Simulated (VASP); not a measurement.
Runs of VASP 6.6.1 on BAs. The structure is that of space group F-43m (No. 216), or close to it. The cells are those of the table. 

| potentials or basis | cell | cutoff (eV) | second run | gap on the mesh (eV) | pressure (GPa) |
| --- | --- | --- | --- | --- | --- |
| VASP PAW PBE potentials, release 64 (B, As) | a = 3.408 Å, angles 60.0°, 2 atoms | 520 | - | 1.20 | -3.4 |
| VASP PAW PBE potentials, release 64 (B, As_d) | a = 3.348 Å, angles 60.0°, 2 atoms | 600 | valence_matched | 1.17 | 3.0 |
| VASP PAW PBE potentials, release 64 (B, As) | a = 3.348 Å, angles 60.0°, 2 atoms | 520 | - | 1.16 | 4.1 |
| VASP PAW PBE potentials, release 64 (B, As) | a = 3.378 Å, angles 60.0°, 2 atoms | 520 | - | 1.18 | 0.1 |
| VASP PAW PBE potentials, release 64 (B, As) | a = 3.437 Å, angles 60.0°, 2 atoms | 520 | - | (a) | (b) |

Alike in all rows: task single point; level PBEsol; no spin polarisation; k mesh 6 × 6 × 6; smearing gaussian 0.01 eV.

Task: Fill in the values left out.

Result: (a) 1.22; (b) -6.5.

Caveats: the PAW data sets were made with another functional, which shifts forces and pressure a little.

A k mesh can miss the band edges, and the runs leave out spin-orbit coupling on As.

The runs don't all hold the same shells in valence.
